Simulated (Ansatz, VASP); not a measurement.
**One calculation of Si2Mo, two programs**

INCAR

```
SYSTEM = Si2Mo
ALGO = Normal
EDIFF = 1E-6
ENCUT = 500
GGA = PS
GGA_COMPAT = .False.
ISIF = 2
ISMEAR = -1
LASPH = .True.
LCHARG = .False.
LREAL = .False.
LWAVE = .False.
NBANDS = 43
NELM = 120
PREC = Accurate
SIGMA = 0.05
```

File KPOINTS:

```
k-points
0
Gamma
  7 7 4
  0 0 0
```

File POSCAR:

```
Si2Mo
1.0
    4.5854715599      0.0000000000      0.0000000000
   -2.2927357800      3.9711348592      0.0000000000
    0.0000000000      0.0000000000      6.5797601000
Mo Si
3 6
Direct
    0.5143700000      0.5086720000      0.8308830000
   -0.0002030000      0.5120570000      0.1692280000
    0.5012730000     -0.0111650000      0.5006990000
    0.1592990000      0.3265280000      0.4904660000
    0.6800010000      0.8371490000      0.1584730000
    0.8333150000      0.1682620000      0.8340370000
    0.8313390000      0.6752710000      0.4959280000
    0.3312070000      0.1603700000      0.1631710000
    0.1594850000      0.8306400000      0.8336350000
```

The input input.yaml:

```yaml
crystal:
  lattice:
    - [4.5854715599, 0.0, 0.0]
    - [-2.29273578, 3.9711348592, 0.0]
    - [0.0, 0.0, 6.5797601]
  atoms:
    - { symbol: Mo, position: [0.51437, 0.508672, 0.830883] }
    - { symbol: Mo, position: [-0.000203, 0.512057, 0.169228] }
    - { symbol: Mo, position: [0.501273, -0.011165, 0.500699] }
    - { symbol: Si, position: [0.159299, 0.326528, 0.490466] }
    - { symbol: Si, position: [0.680001, 0.837149, 0.158473] }
    - { symbol: Si, position: [0.833315, 0.168262, 0.834037] }
    - { symbol: Si, position: [0.831339, 0.675271, 0.495928] }
    - { symbol: Si, position: [0.331207, 0.16037, 0.163171] }
    - { symbol: Si, position: [0.159485, 0.83064, 0.833635] }
hamiltonian:
  xc: pbesol
  pseudopotentials: { kind: paw }
kpoints:
  mp_grid: { grid: [7, 7, 4] }
scf:
  occupations: { method: fermi_dirac, width: 0.05 }
output:
  forces: true
  stress: true
  eigenvalues: true
  write_density: true
  write_potential: true
  elf: true
  volumetric_format: npy
```

Change from the starting cell: atoms moved at random, drawn with an rms of 0.05 Å.

Alike in both runs: task single point; functional PBEsol; k mesh 7 × 7 × 4; occupations fermi-dirac, width 0.05 eV; no spin polarisation.

|  | VASP | Ansatz |
| --- | --- | --- |
| version | VASP 6.6.1 | Ansatz 0.2.0 |
| potentials or method | VASP PAW PBE potentials, release 64 (Mo_sv, Si) | Ansatz PAW |
| plane-wave cutoff (eV) | 500 | 420 |
| valence electrons in the cell | 66 | 66 |

|  | VASP | Ansatz | Ansatz less VASP |
| --- | --- | --- | --- |
| gap on the k mesh at the Fermi level (eV) | 0.05 | 0.05 | +0.002 |
| least direct gap on the mesh (eV) | 0.53 | 0.53 | +0.001 |
| pressure (GPa) | -0.4 | -0.8 | -0.39 |
| traceless stress, the component that is largest in VASP (GPa) | 0.71 | 0.71 | 0.000 |
| rms of the force components (eV/Å) | 0.505 | 0.502 | -0.0031 |

VASP's potentials were made for PBE, not for PBEsol. Atom by atom the forces differ by 0.004 eV/Å (rms over components).

Noted on Ansatz's run: odd divisions of the mesh miss points on the zone boundary, where band edges often lie, so the gap on the mesh can be too wide.
